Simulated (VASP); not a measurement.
# SnO2 in VASP: further runs

SnO2 is run at these levels: PBE; tasks: single point.

Program: VASP 6.6.1. These are calculated values, not measurements. Logs are shortened: lines on timing, memory, paths and dates and some standing lists are left out, and cuts for length are marked.

## 1. The cell of the first run

Symmetry: P4_2/mnm, No. 136, tetragonal system. The conventional cell has a = 4.706 Å, b = 4.706 Å, c = 3.165 Å, α = 90.00°, β = 90.00°, γ = 90.00°. Sn (site symmetry mmm) has 6 O at 2.03 to 2.04 Å within 2.7 Å. Within 2.7 Å of O (site symmetry m2m) lie 3 Sn at 2.03 to 2.04 Å and 1 O at 2.59 Å.

## 2. Single point, PBE (volume scaled by 0.98)

INCAR

```
  PREC = Accurate
  ENCUT = 520
  EDIFF = 1E-6
  ISMEAR = -1
  SIGMA = 0.03
  LREAL = False
  LASPH = True
  NELM = 80
  ALGO = Normal
  ISIF = 2
  LWAVE = False
  LCHARG = False
  GGA = PE
  NBANDS = 35
```

KPOINTS

```
regular mesh
0
Gamma
  4 4 6
```

POSCAR

```
SnO2
1.0
    4.7055547467      0.0000000000      0.0000000000
    0.0000000000      4.7055547467      0.0000000000
    0.0000000000      0.0000000000      3.1650141207
Sn O
2 4
Direct
    0.0000000000      0.0000000000      0.0000000000
    0.5000000000      0.5000000000      0.5000000000
    0.3056200000      0.3056200000      0.0000000000
    0.1943800000      0.8056200000      0.5000000000
    0.6943800000      0.6943800000      0.0000000000
    0.8056200000      0.1943800000      0.5000000000
```

Potentials or basis: VASP PAW PBE potentials, release 64 (Sn_d, O).

Run with:

```bash
$ cat potpaw_PBE.64/Sn_d/POTCAR potpaw_PBE.64/O/POTCAR > POTCAR
$ mpirun -np 1 vasp_std > vasp.out
```

OUTCAR:

```text
PREC = Accurate
   ENCUT = 520
   EDIFF = 1E-6
   ISMEAR = -1
   LREAL = False
   LASPH = True
   NELM = 80
   ISIF = 2
   GGA = PE

 ion  position               nearest neighbor table
   1  0.000  0.000  0.000-   3 2.03   5 2.03   4 2.04   6 2.04   4 2.04   6 2.04   2 3.68   2 3.68
                             2 3.68   2 3.68   2 3.68   2 3.68   2 3.68   2 3.68
   2  0.500  0.500  0.500-   4 2.03   6 2.03   5 2.04   3 2.04   3 2.04   5 2.04   1 3.68   1 3.68
                             1 3.68   1 3.68   1 3.68   1 3.68   1 3.68   1 3.68
   3  0.306  0.306  0.000-   1 2.03   2 2.04   2 2.04
   4  0.194  0.806  0.500-   2 2.03   1 2.04   1 2.04
   5  0.694  0.694  0.000-   1 2.03   2 2.04   2 2.04
   6  0.806  0.194  0.500-   2 2.03   1 2.04   1 2.04

  LATTYP: Found a simple tetragonal cell.
 ALAT       =     4.7055547467
 C/A-ratio  =     0.6726123254

  Lattice vectors:

 A1 = (   4.7055547467,   0.0000000000,   0.0000000000)
 A2 = (   0.0000000000,   4.7055547467,   0.0000000000)
 A3 = (   0.0000000000,   0.0000000000,   3.1650141207)

Analysis of symmetry for initial positions (statically):
=====================================================================
 Subroutine PRICEL returns:
 Original cell was already a primitive cell.

 Routine SETGRP: Setting up the symmetry group for a
 simple tetragonal supercell.

 Subroutine GETGRP returns: Found 16 space group operations
 (whereof  8 operations were pure point group operations)
 out of a pool of 16 trial point group operations.

The static configuration has the point symmetry D_2h.
 The point group associated with its full space group is D_4h.

Analysis of symmetry for dynamics (positions and initial velocities):
=====================================================================
 Subroutine PRICEL returns:
 Original cell was already a primitive cell.

 Routine SETGRP: Setting up the symmetry group for a
 simple tetragonal supercell.

 Subroutine GETGRP returns: Found 16 space group operations
 (whereof  8 operations were pure point group operations)
 out of a pool of 16 trial point group operations.

The dynamic configuration has the point symmetry D_2h.
 The point group associated with its full space group is D_4h.

 Subroutine INISYM returns: Found 16 space group operations
 (whereof  8 operations are pure point group operations),
 and found     1 'primitive' translations

[... 103 lines left out ...]
   EDIFFG = 0.1E-04   stopping-criterion for IOM
   NSW    =      0    number of steps for IOM
   IBRION =     -1    ionic relax: 0-MD 1-quasi-New 2-CG
   NFREE  =      0    steps in history (QN), initial steepest desc. (CG)
   ISIF   =      2    stress and relaxation
   ISYM   =      2    0-nonsym 1-usesym 2-fastsym
   POTIM  = 0.5000    time-step for ionic-motion
   TEBEG  =    0.0;   TEEND  =   0.0 temperature during run
   PSTRESS=    0.0 pullay stress
   NELECT =      52.0000    total number of electrons
   NUPDOWN=      -1.0000    fix difference up-down
   EMIN   =  10.00;   EMAX   =-10.00  energy-range for DOS
   EFERMI =   0.00;   METHOD = LEGACY
   ISMEAR =    -1;   SIGMA  =   0.03  broadening in eV -4-tet -1-fermi 0-gaus
   EFERMI_NEDOS =   21; number of points for ismear=-14 and -15
   IALGO  =     38    algorithm
   IMIX   =      4    mixing-type and parameters
     AMIX     =   0.40;   BMIX     =  1.00
     AMIX_MAG =   1.60;   BMIX_MAG =  1.00
  volume/ion in A,a.u.               =      11.68        78.82
  Fermi-wavevector in a.u.,A,eV,Ry     =   1.482098  2.800759 29.886743  2.196614
  Thomas-Fermi vector in A             =   2.595926
   LORBIT       =      0    0 simple, 1 ext, 2 COOP (PROOUT), +10 PAW based schemes
   GGA     = PE    functional components
   LHFCALC =     F    Hartree Fock is set to
   AEXX    =    0.0000 exact exchange contribution
   IVDW    =     0    specifies the selected vdW correction
   LEPSILON=     F    determine dielectric tensor
   LRPA    =     F    only Hartree local field effects (RPA)
 non-spin polarized calculation
  energy-cutoff  :      520.00
  volume of cell :       70.08
 maximum number of plane-waves:      1915
 NGX is ok and might be reduce to    36
   NGX = 17   NGY = 17   NGZ = 11

 number of electron      51.9999978 magnetization

 Free energy of the ion-electron system (eV)
  ---------------------------------------------------
  ext. energy  EPLUGINS =         0.00000000
  ---------------------------------------------------
  free energy    TOTEN  =       -37.03692738 eV

  energy without entropy =      -37.03692738  energy(sigma->0) =      -37.03692738

 E-fermi :   7.0030     XC(G=0): -11.3693

 val. band max:        6.3921136597   @ k =   0.0000   0.0000   0.0000
 cond. band min:       7.8746312062   @ k =   0.0000   0.0000   0.0000
 fundamental gap:      1.4825175465
 Fermi energy:         7.0029630572

 k-point     1 :       0.0000    0.0000    0.0000
  band No.  band energies     occupation
      1     -14.7619      2.00000
      2     -13.9185      2.00000
      3     -13.6191      2.00000
      4     -13.5927      2.00000
      5     -13.5927      2.00000
      6     -13.5322      2.00000
[... 901 lines left out ...]
     34      17.7766      0.00000
     35      19.6730      0.00000

------------------------ aborting loop because EDIFF is reached ----------------------------------------

  FORCE on cell =-STRESS in cart. coord.  units (eV):
  Direction    XX          YY          ZZ          XY          YZ          ZX
  --------------------------------------------------------------------------------------
  -------------------------------------------------------------------------------------
  Total        6.6173958      6.6173958      8.3512282     -0.0000000      0.0000000      0.0000000
  in kB      151.2865714    151.2865714    190.9253603     -0.0000000      0.0000000      0.0000000
  external PRESSURE =     164.4995010 kB  Pullay stress =       0.0000000 kB

 VOLUME and BASIS-vectors are now :
 -----------------------------------------------------------------------------
  energy-cutoff  :      520.00
  volume of cell :       70.08
      direct lattice vectors                 reciprocal lattice vectors
     4.705554747  0.000000000  0.000000000     0.212514794  0.000000000  0.000000000
     0.000000000  4.705554747  0.000000000     0.000000000  0.212514794  0.000000000
     0.000000000  0.000000000  3.165014121     0.000000000  0.000000000  0.315954357

 POSITION                                       TOTAL-FORCE (eV/Angst)
 -----------------------------------------------------------------------------------
      0.00000      0.00000      0.00000         0.000000      0.000000     -0.000000
      2.35278      2.35278      1.58251         0.000000      0.000000     -0.000000
      1.43811      1.43811      0.00000        -0.087780     -0.087780      0.000000
      0.91467      3.79089      1.58251         0.087780     -0.087780     -0.000000
      3.26744      3.26744      0.00000         0.087780      0.087780     -0.000000
      3.79089      0.91467      1.58251        -0.087780      0.087780     -0.000000
 -----------------------------------------------------------------------------------
    total drift:                                0.000000      0.000000      0.000000

  FREE ENERGIE OF THE ION-ELECTRON SYSTEM (eV)
  ---------------------------------------------------
  free  energy   TOTEN  =       -37.0369273779 eV

  energy  without entropy=      -37.0369273779  energy(sigma->0) =      -37.03692738
```

OSZICAR:

```text
N       E                     dE             d eps       ncg     rms          rms(c)
DAV:   1     0.640550273878E+03    0.64055E+03   -0.25617E+04  1880   0.236E+03
DAV:   2     0.557922416563E+02   -0.58476E+03   -0.54941E+03  1808   0.603E+02
DAV:   3    -0.385081085643E+02   -0.94300E+02   -0.92783E+02  1821   0.208E+02
DAV:   4    -0.432200591993E+02   -0.47120E+01   -0.46786E+01  2145   0.496E+01
DAV:   5    -0.433421774935E+02   -0.12212E+00   -0.12193E+00  2111   0.837E+00    0.164E+01
DAV:   6    -0.369431785847E+02    0.63990E+01   -0.17545E+01  2634   0.635E+01    0.641E+00
DAV:   7    -0.370638821574E+02   -0.12070E+00   -0.20664E+00  1954   0.797E+00    0.326E+00
DAV:   8    -0.370424281133E+02    0.21454E-01   -0.15320E-01  2409   0.437E+00    0.765E-01
DAV:   9    -0.370361842632E+02    0.62439E-02   -0.32917E-02  2746   0.305E+00    0.132E-01
DAV:  10    -0.370368000283E+02   -0.61577E-03   -0.37254E-03  1980   0.425E-01    0.657E-02
DAV:  11    -0.370369298513E+02   -0.12982E-03   -0.22153E-04  2269   0.110E-01    0.134E-02
DAV:  12    -0.370369279508E+02    0.19005E-05   -0.13010E-05  2202   0.310E-02    0.589E-03
DAV:  13    -0.370369273779E+02    0.57292E-06   -0.20097E-06  1591   0.347E-02
   1 F= -.37036927E+02 E0= -.37036927E+02  d E =-.191962E-10
```

It took 59 s on 1 thread of Intel Xeon 6975P-C, shared host; peak memory 0.19 GiB.

What came out:

```
Free energy            : -37.0369 eV
Pressure               : 16.4 GPa
Largest force          : 0.124 eV/Å
Band gap on the k mesh : 1.48 eV, direct
```

Forces on the atoms (eV/Å):
```
Sn   0.000  0.000  0.000
Sn   0.000  0.000  0.000
O   -0.088 -0.088  0.000
O    0.088 -0.088  0.000
O    0.088  0.088  0.000
O   -0.088  0.088  0.000
```

Stress tensor (GPa, compression positive):
```
15.13  0.00  0.00
 0.00 15.13  0.00
 0.00  0.00 19.09
```

Caveat: spin-orbit coupling is left out, which moves the levels of the heavy elements.

[end of part 1 of 2]
